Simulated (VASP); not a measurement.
# Ta (Pm-3m) in VASP: further runs

Aim: see how the results for Ta move with the level of theory and the settings. Levels: PBEsol, PBEsol+U. Tasks: single point.

Everything below comes from runs of VASP 6.6.1. Logs are shortened: lines on timing, memory, paths and dates and some standing lists are left out, and cuts for length are marked.

### 1 The cell of the first run

The structure is cubic, space group Pm-3m (No. 221). The conventional cell has a = 2.284 Å, b = 2.284 Å, c = 2.284 Å, α = 90.00°, β = 90.00°, γ = 90.00°. Within 3.0 Å of Ta (site symmetry m-3m) lie 6 Ta at 2.28 Å.

This isn't the form of Ta at room conditions, which is bcc.

### 2 Single point, PBEsol

Contents of INCAR:

```
SYSTEM = Ta
PREC = Accurate
ENCUT = 500
EDIFF = 1E-6
ISMEAR = -1
SIGMA = 0.05
LREAL = .False.
LASPH = .True.
NELM = 120
ALGO = Normal
ISIF = 2
LWAVE = .False.
LCHARG = .False.
GGA = PS
NBANDS = 12
GGA_COMPAT = .False.
```

Contents of KPOINTS:

```
Automatic mesh
0
Gamma
  14 14 14
  0.5 0.5 0.5
```

Contents of POSCAR:

```
Ta
1.0
    2.2841011760      0.0000000000      0.0000000000
    0.0000000000      2.2841011760      0.0000000000
    0.0000000000      0.0000000000      2.2841011760
Ta
1
Direct
    0.0000000000      0.0000000000      0.0000000000
```

Potentials or basis: VASP PAW PBE potentials, release 64 (Ta_pv).

On the command line:

```sh
cat potpaw_PBE.64/Ta_pv/POTCAR > POTCAR
mpirun -np 1 vasp_std > vasp.out
```

OUTCAR:

```text
SYSTEM = Ta
   PREC = Accurate
   ENCUT = 500
   EDIFF = 1E-6
   ISMEAR = -1
   LREAL = .False.
   LASPH = .True.
   NELM = 120
   ISIF = 2
   GGA = PS

 ion  position               nearest neighbor table
   1  0.000  0.000  0.000-

  LATTYP: Found a simple cubic cell.
 ALAT       =     2.2841011760

  Lattice vectors:

 A1 = (   2.2841011760,   0.0000000000,   0.0000000000)
 A2 = (   0.0000000000,   2.2841011760,   0.0000000000)
 A3 = (   0.0000000000,   0.0000000000,   2.2841011760)

Analysis of symmetry for initial positions (statically):
=====================================================================
 Subroutine PRICEL returns:
 Original cell was already a primitive cell.

 Routine SETGRP: Setting up the symmetry group for a
 simple cubic supercell.

 Subroutine GETGRP returns: Found 48 space group operations
 (whereof 48 operations were pure point group operations)
 out of a pool of 48 trial point group operations.

The static configuration has the point symmetry O_h .

Analysis of symmetry for dynamics (positions and initial velocities):
=====================================================================
 Subroutine PRICEL returns:
 Original cell was already a primitive cell.

 Routine SETGRP: Setting up the symmetry group for a
 simple cubic supercell.

 Subroutine GETGRP returns: Found 48 space group operations
 (whereof 48 operations were pure point group operations)
 out of a pool of 48 trial point group operations.

The dynamic configuration has the point symmetry O_h .

 Subroutine INISYM returns: Found 48 space group operations
 (whereof 48 operations are pure point group operations),
 and found     1 'primitive' translations

----------------------------------------------------------------------------------------

                                     Primitive cell

  volume of cell :      11.9164

  direct lattice vectors                    reciprocal lattice vectors
     2.284101176  0.000000000  0.000000000     0.437808977  0.000000000  0.000000000
     0.000000000  2.284101176  0.000000000     0.000000000  0.437808977  0.000000000
     0.000000000  0.000000000  2.284101176     0.000000000  0.000000000  0.437808977

  length of vectors
     2.284101176  2.284101176  2.284101176     0.437808977  0.437808977  0.437808977

  position of ions in fractional coordinates (direct lattice)
     0.000000000  0.000000000  0.000000000

  ion indices of the primitive-cell ions
   primitive index   ion index
                 1           1

----------------------------------------------------------------------------------------

 KPOINTS: Automatic mesh

Automatic generation of k-mesh.
 Grid dimensions read from file:
 generate k-points for:   14   14   14

 Generating k-lattice:

  Cartesian coordinates                     Fractional coordinates (reciprocal lattice)
     0.031272070  0.000000000  0.000000000     0.071428571  0.000000000  0.000000000
     0.000000000  0.031272070  0.000000000     0.000000000  0.071428571  0.000000000
     0.000000000  0.000000000  0.031272070     0.000000000  0.000000000  0.071428571

  Length of vectors
     0.031272070  0.031272070  0.031272070

  Shift w.r.t. Gamma in fractional coordinates (k-lattice)
     0.500000000  0.500000000  0.500000000

 Subroutine IBZKPT returns following result:
 ===========================================

 Found     84 irreducible k-points:

 Following reciprocal coordinates:
            Coordinates               Weight
  0.035714  0.035714  0.035714      8.000000
  0.107143  0.035714  0.035714     24.000000
  0.178571  0.035714  0.035714     24.000000
  0.250000  0.035714  0.035714     24.000000
  0.321429  0.035714  0.035714     24.000000
  0.392857  0.035714  0.035714     24.000000
[... 16 lines left out ...]
  0.321429  0.321429  0.035714     24.000000
  0.392857  0.321429  0.035714     48.000000
 [... further k-points ...]
   k-points           NKPTS =     84   k-points in BZ     NKDIM =     84   number of bands    NBANDS=     12
   number of dos      NEDOS =    301   number of ions     NIONS =      1
   total plane-waves  NPLWV =   5832
   dimension x,y,z NGX =    18 NGY =   18 NGZ =   18
   dimension x,y,z NGXF=    36 NGYF=   36 NGZF=   36
   ions per type =               1
   NGX,Y,Z   is equivalent  to a cutoff of  13.10, 13.10, 13.10 a.u.
   NGXF,Y,Z  is equivalent  to a cutoff of  26.20, 26.20, 26.20 a.u.
 SYSTEM =  Ta
   PREC   = accura    normal or accurate (medium, high low for compatibility)
   ISTART =      0    job   : 0-new  1-cont  2-samecut
   ICHARG =      2    charge: 1-file 2-atom 10-const
   ISPIN  =      1    spin polarized calculation?
   LNONCOLLINEAR =      F non collinear calculations
   LSORBIT =      F    spin-orbit coupling
   LASPH  =      T    aspherical Exc in radial PAW
   ENCUT  =  500.0 eV  36.75 Ry    6.06 a.u.   4.16  4.16  4.16*2*pi/ulx,y,z
   NELM   =    120;   NELMIN=  2; NELMDL= -5     # of ELM steps
   EDIFF  = 0.1E-05   stopping-criterion for ELM
   LREAL  =      F    real-space projection
   EDIFFG = 0.1E-04   stopping-criterion for IOM
   NSW    =      0    number of steps for IOM
   IBRION =     -1    ionic relax: 0-MD 1-quasi-New 2-CG
   NFREE  =      0    steps in history (QN), initial steepest desc. (CG)
   ISIF   =      2    stress and relaxation
   ISYM   =      2    0-nonsym 1-usesym 2-fastsym
   POTIM  = 0.5000    time-step for ionic-motion
   TEBEG  =    0.0;   TEEND  =   0.0 temperature during run
   PSTRESS=    0.0 pullay stress
   NELECT =      11.0000    total number of electrons
   NUPDOWN=      -1.0000    fix difference up-down
   EMIN   =  10.00;   EMAX   =-10.00  energy-range for DOS
   EFERMI =   0.00;   METHOD = LEGACY
   ISMEAR =    -1;   SIGMA  =   0.05  broadening in eV -4-tet -1-fermi 0-gaus
   EFERMI_NEDOS =   21; number of points for ismear=-14 and -15
   IALGO  =     38    algorithm
   IMIX   =      4    mixing-type and parameters
     AMIX     =   0.40;   BMIX     =  1.00
     AMIX_MAG =   1.60;   BMIX_MAG =  1.00
  volume/ion in A,a.u.               =      11.92        80.42
  Fermi-wavevector in a.u.,A,eV,Ry     =   1.594008  3.012238 34.570502  2.540860
  Thomas-Fermi vector in A             =   2.692149
   LORBIT       =      0    0 simple, 1 ext, 2 COOP (PROOUT), +10 PAW based schemes
   GGA     = PS    functional components
   LHFCALC =     F    Hartree Fock is set to
   AEXX    =    0.0000 exact exchange contribution
   IVDW    =     0    specifies the selected vdW correction
   LEPSILON=     F    determine dielectric tensor
   LRPA    =     F    only Hartree local field effects (RPA)
 non-spin polarized calculation
  energy-cutoff  :      500.00
  volume of cell :       11.92
 maximum number of plane-waves:       310
 NGX is ok and might be reduce to    18
   NGX =  9   NGY =  9   NGZ =  9

 number of electron      11.0000001 magnetization

 Free energy of the ion-electron system (eV)
  ---------------------------------------------------
  ext. energy  EPLUGINS =         0.00000000
  ---------------------------------------------------
  free energy    TOTEN  =        -7.79558844 eV

  energy without entropy =       -7.78727355  energy(sigma->0) =       -7.79143099

 E-fermi :   9.5169     XC(G=0): -14.8835

 val. band max:        9.5150118956   @ k =   0.3929   0.2500   0.2500
 cond. band min:       9.5299764371   @ k =   0.2500   0.1786   0.1786
 fundamental gap:      0.0149645415
 Fermi energy:         9.5169279056

 k-point     1 :       0.0357    0.0357    0.0357
  band No.  band energies     occupation
      1     -22.3857      2.00000
      2     -22.3647      2.00000
      3     -22.3647      2.00000
      4       0.6401      2.00000
      5       3.9783      2.00000
      6       3.9783      2.00000
      7      20.0294      0.00000
      8      20.2080      0.00000
      9      20.2080      0.00000
     10      24.8621      0.00000
     11      30.5328      0.00000
     12      30.6514      0.00000

 k-point     2 :       0.1071    0.0357    0.0357
  band No.  band energies     occupation
      1     -23.0029      2.00000
      2     -22.3250      2.00000
      3     -22.3125      2.00000
      4       1.1869      2.00000
      5       4.1341      2.00000
      6       4.8708      2.00000
      7      18.7818      0.00000
      8      18.9057      0.00000
      9      20.2801      0.00000
     10      24.8550      0.00000
     11      28.6113      0.00000
     12      31.7999      0.00000

 k-point     3 :       0.1786    0.0357    0.0357
  band No.  band energies     occupation
      1     -24.0370      2.00000
      2     -22.2291      2.00000
      3     -22.2170      2.00000
      4       1.9705      2.00000
      5       4.4268      2.00000
      6       6.6193      2.00000
      7      17.0271      0.00000
      8      17.0970      0.00000
      9      20.4538      0.00000
     10      24.8230      0.00000
     11      26.3560      0.00000
     12      33.0816      0.00000
[... 286 lines left out ...]
 k-point    23 :       0.3214    0.3214    0.0357
  band No.  band energies     occupation
      1     -25.7323      2.00000
      2     -25.5718      2.00000
      3     -21.6025      2.00000
      4       3.8483      2.00000
      5       6.3941      2.00000
      6      14.0535      0.00000
      7      14.0551      0.00000
      8      15.6578      0.00000
      9      15.7572      0.00000
     10      24.8219      0.00000
     11      25.8055      0.00000
     12      29.2550      0.00000

 k-point    24 :       0.3929    0.3214    0.0357
  band No.  band energies     occupation
      1     -26.3982      2.00000
      2     -25.4975      2.00000
      3     -21.5061      2.00000
      4       2.9663      2.00000
      5       6.7962      2.00000
      6      13.6669      0.00000
      7      14.4708      0.00000
      8      15.9495      0.00000
      9      17.3517      0.00000
     10      24.8199      0.00000
     11      25.6760      0.00000
     12      30.2883      0.00000

 [... further k-points ...]
[... 5 lines left out ...]
  --------------------------------------------------------------------------------------
  -------------------------------------------------------------------------------------
  Total       16.7195753     16.7195753     16.7195753      0.0000000     -0.0000000      0.0000000
  in kB     2247.9663749   2247.9663749   2247.9663749      0.0000000     -0.0000000      0.0000000
  external PRESSURE =    2247.9663749 kB  Pullay stress =       0.0000000 kB

 VOLUME and BASIS-vectors are now :
 -----------------------------------------------------------------------------
  energy-cutoff  :      500.00
  volume of cell :       11.92
      direct lattice vectors                 reciprocal lattice vectors
     2.284101176  0.000000000  0.000000000     0.437808977  0.000000000  0.000000000
     0.000000000  2.284101176  0.000000000     0.000000000  0.437808977  0.000000000
     0.000000000  0.000000000  2.284101176     0.000000000  0.000000000  0.437808977

 POSITION                                       TOTAL-FORCE (eV/Angst)
 -----------------------------------------------------------------------------------
      0.00000      0.00000      0.00000         0.000000      0.000000      0.000000
 -----------------------------------------------------------------------------------
    total drift:                                0.000000      0.000000      0.000000

  FREE ENERGIE OF THE ION-ELECTRON SYSTEM (eV)
  ---------------------------------------------------
  free  energy   TOTEN  =        -7.7955884382 eV

  energy  without entropy=       -7.7872735456  energy(sigma->0) =       -7.79143099
```

It took 13 s on 1 thread of Intel Xeon 8259CL, shared host; peak memory 0.12 GiB.

Results:

| Quantity | Value |
| --- | --- |
| Free energy | -7.7956 eV |
| Pressure | 224.8 GPa |
| Band gap on the k mesh | zero (an odd number of electrons rules out a gap without spin polarisation) |

Levels at points of the mesh, in eV from the Fermi level:
```
           k point  band 2  band 3  band 4  band 5  band 6  band 7  band 8  band 9  band 10  band 11
(0.04, 0.04, 0.04)  -31.88  -31.88   -8.88   -5.54   -5.54   10.51   10.69   10.69    15.35    21.02
```

Caveat: the cell stands under pressure; the PAW data sets were made with another functional, which shifts forces and pressure a little; spin-orbit coupling is left out, which moves the levels of the heavy elements.

### 3 Single point, PBEsol (13.90 Å³/atom)

This run uses another cell than the first one, of 13.90 Å³/atom.

Contents of INCAR:

```
SYSTEM = Ta
ALGO = Normal
EDIFF = 1E-6
ENCUT = 500
GGA = PS
GGA_COMPAT = .FALSE.
ISIF = 2
ISMEAR = -1
LASPH = .TRUE.
LCHARG = .TRUE.
LELF = .TRUE.
LREAL = .FALSE.
LVHAR = .TRUE.
LWAVE = .FALSE.
NBANDS = 12
NELM = 120
PREC = Accurate
SIGMA = 0.05
```

Contents of KPOINTS:

```
k-points
0
G
  14 14 14
  0 0 0
```

Contents of POSCAR:

```
Ta
1.0
    2.4045340642      0.0000000000      0.0000000000
    0.0000000000      2.4045340642      0.0000000000
    0.0000000000      0.0000000000      2.4045340642
Ta
1
Direct
    0.0000000000      0.0000000000      0.0000000000
```

Potentials or basis: VASP PAW PBE potentials, release 64 (Ta_pv).

On the command line:

```sh
cat potpaw_PBE.64/Ta_pv/POTCAR > POTCAR
mpirun -np 1 vasp_std > vasp.out
```

Run time: 19 s. Hardware: 1 thread of Intel Xeon 8259CL, shared host; peak memory 0.13 GiB.

It converged, with:

```yaml
Free_energy: -9.8313 eV
Pressure: 113.5 GPa
Band_gap_on_the_k_mesh: zero (an odd number of electrons rules out a gap without spin polarisation)
```

Levels at points of the mesh, in eV from the Fermi level:
```
           k point  band 3  band 4  band 5  band 6  band 7  band 8  band 9  band 10
(0.00, 0.00, 0.00)  -32.32   -8.78   -4.69   -4.69    9.32    9.32    9.32    15.07
(0.50, 0.00, 0.00)  -31.96   -4.39   -3.12    0.79    2.76    2.76   10.11    15.03
(0.50, 0.50, 0.00)  -31.62   -7.25   -1.79    4.17    4.17    8.06    8.06    13.78
(0.50, 0.50, 0.50)  -34.78   -4.70   -4.70   -4.70    6.94   14.34   14.34    15.06
```

Caveat: the cell stands under pressure; the PAW data sets were made with another functional, which shifts forces and pressure a little; spin-orbit coupling is left out, which moves the levels of the heavy elements.

### 4 Single point, PBEsol+U

This run uses another cell than the first one, of 17.87 Å³/atom.

Contents of INCAR:

```
SYSTEM = Ta
PREC = Accurate
ENCUT = 500
EDIFF = 1E-6
ISMEAR = 1
SIGMA = 0.01
LREAL = .FALSE.
LASPH = .TRUE.
NELM = 200
ALGO = Normal
ISIF = 2
LWAVE = .FALSE.
LCHARG = .FALSE.
LMAXMIX = 4
LDAU = .TRUE.
LDAUTYPE = 2
LDAUL = 2
LDAUU = 4
LDAUJ = 0
LDAUPRINT = 1
GGA = PS
NBANDS = 12
GGA_COMPAT = .FALSE.
```

Contents of KPOINTS:

```
regular mesh
0
G
  14 14 14
  0 0 0
```

Contents of POSCAR:

```
Ta
1.0
    2.6146431476      0.0000000000      0.0000000000
    0.0000000000      2.6146431476      0.0000000000
    0.0000000000      0.0000000000      2.6146431476
Ta
1
Direct
    0.0000000000      0.0000000000      0.0000000000
```

On the command line:

```sh
cat potpaw_PBE.64/Ta_pv/POTCAR > POTCAR
mpirun -np 1 vasp_std > vasp.out
```

It took 25 s on 1 thread of Intel Xeon 8259CL, shared host; peak memory 0.14 GiB.

The run converged. Its results:

| Property | Result |
| --- | --- |
| Free energy | -7.5080 eV |
| Pressure | 35.9 GPa |
| Band gap on the k mesh | zero (an odd number of electrons rules out a gap without spin polarisation) |

Levels at points of the mesh, in eV from the Fermi level:
```tsv
k point	band 3	band 4	band 5	band 6	band 7	band 8	band 9	band 10
(0.00, 0.00, 0.00)	-33.64	-8.28	-3.29	-3.29	7.78	7.78	7.78	13.88
(0.50, 0.00, 0.00)	-33.47	-4.35	-2.13	-0.24	3.07	3.07	8.31	11.73
(0.50, 0.50, 0.00)	-33.31	-4.68	-1.70	4.08	4.08	5.57	5.57	10.21
(0.50, 0.50, 0.50)	-34.93	-2.65	-2.65	-2.65	7.10	10.57	10.57	13.11
```

Eigenvalues of the final occupation matrices:
```tsv
site	spin	trace	eigenvalues
site 1 d	1	1.28	0.18 0.18 0.18 0.37 0.37
site 1 d	2	1.28	0.18 0.18 0.18 0.37 0.37
```

Caveat: the cell stands under pressure; the PAW data sets were made with another functional, which shifts forces and pressure a little; spin-orbit coupling is left out, which moves the levels of the heavy elements; U without spin polarisation on a metal has little footing; the U is typed as a test and isn't derived for this compound.

### 5 The runs side by side

```csv
level,U,cell,k mesh,smearing,gap on the mesh (eV),pressure (GPa)
PBEsol,-,"a = 2.284 Å, 1 atom","14 × 14 × 14, shifted",fermi-dirac 0.05 eV,none,224.8
PBEsol,-,"a = 2.405 Å, 1 atom",14 × 14 × 14,fermi-dirac 0.05 eV,none,113.5
PBEsol+U,Ta d U = 4.0 eV,"a = 2.615 Å, 1 atom",14 × 14 × 14,methfessel-paxton 0.01 eV,none,35.9
```

Alike in all rows: task single point; potentials or basis VASP PAW PBE potentials, release 64 (Ta_pv); no spin polarisation; cutoff (eV) 500.

Caveats: the cell stands under pressure; the PAW data sets were made with another functional, which shifts forces and pressure a little; spin-orbit coupling is left out, which moves the levels of the heavy elements; U without spin polarisation on a metal has little footing (at least some runs); the U is typed as a test and isn't derived for this compound (at least some runs).

Total energies depend on the potentials used, so only differences within one code and one set of settings carry meaning.

The gap in the log of VASP goes by the Fermi energy; the results here count the filled bands.